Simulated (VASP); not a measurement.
TaN, 2 atoms in the cell. The structure is hexagonal, space group P-6m2 (No. 187). The conventional cell has a = 3.033 Å, b = 3.033 Å, c = 2.976 Å, α = 90.00°, β = 90.00°, γ = 120.00°. Within 3.0 Å of Ta (site symmetry -6m2) lie 6 N at 2.30 Å and 2 Ta at 2.98 Å. Within 3.0 Å of N (site symmetry -6m2) lie 6 Ta at 2.30 Å and 2 N at 2.98 Å. 

| Quantity | Value |
| --- | --- |
| Program | VASP 6.6.1 |
| Task | single point |
| Functional | PBEsol |
| Potentials or basis | VASP PAW PBE potentials, release 64 (Ta_pv, N) |
| Cutoff | 520 eV |
| k mesh | 11 × 11 × 10 |
| Occupations | fermi-dirac, width 0.1 eV |
| Spin | no spin polarisation |
| Dipole correction | no |
| Further INCAR settings | ALGO = Normal; EDIFF = 1e-06; NBANDS = 15 |

Potentials or basis: VASP PAW PBE potentials, release 64 (Ta_pv, N).

The run is started by

```console
$ cat potpaw_PBE.64/Ta_pv/POTCAR potpaw_PBE.64/N/POTCAR > POTCAR
$ mpirun -np 1 vasp_std > vasp.out
```

Hardware: 1 thread of AMD EPYC 7R13 (shared host).

Task: Estimate the wall time of this run.

Result: It took 49 s on 1 thread of AMD EPYC 7R13, on a shared host, peak memory 0.13 GiB. Counts: scf iterations 12, k points 96.
